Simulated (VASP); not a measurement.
Input of a VASP 6.6.1 run:

The input INCAR:

```
PREC = Accurate ; ENCUT = 520
EDIFF = 1E-6 ; ISMEAR = 0
SIGMA = 0.05 ; LREAL = False
LASPH = True ; NELM = 80
ALGO = Normal ; ISIF = 2
LWAVE = False ; LCHARG = True
GGA = CA ; LELF = True
LVHAR = True ; NBANDS = 41
```

The input KPOINTS:

```
Automatic mesh
0
Gamma
  6 6 6
```

POSCAR

```
AlGa3N4
1.0
    4.5152872089      0.1549363258      0.1549363258
    0.1549363258      4.5152872089      0.1549363258
    0.1549363258      0.1549363258      4.5152872089
Al Ga N
1 3 4
Direct
    0.0000000000      0.0000000000      0.0000000000
    0.5000000000      0.5000000000      0.0000000000
    0.5000000000      0.0000000000      0.5000000000
    0.0000000000      0.5000000000      0.5000000000
    0.7548078379      0.7548078379      0.2451921621
    0.7548078379      0.2451921621      0.7548078379
    0.2451921621      0.7548078379      0.7548078379
    0.2451921621      0.2451921621      0.2451921621
```

Potentials or basis: VASP PAW LDA potentials, release 64 (Al, Ga_d, N).

Launch:

```console
$ cat potpaw_LDA.64/Al/POTCAR potpaw_LDA.64/Ga_d/POTCAR potpaw_LDA.64/N/POTCAR > POTCAR
$ mpirun -np 1 vasp_std > vasp.out
```

Predict the pressure.

-6.9 GPa.

Estimate the largest force.

0.519 eV/Å.

Forces on the atoms (eV/Å):
```
Al   0.231  0.231  0.231
Ga   0.227  0.227  0.211
Ga   0.227  0.211  0.227
Ga   0.211  0.227  0.227
N   -0.201 -0.201 -0.194
N   -0.201 -0.194 -0.201
N   -0.194 -0.201 -0.201
N   -0.299 -0.299 -0.299
```

Caveat: the cell stands under tension.
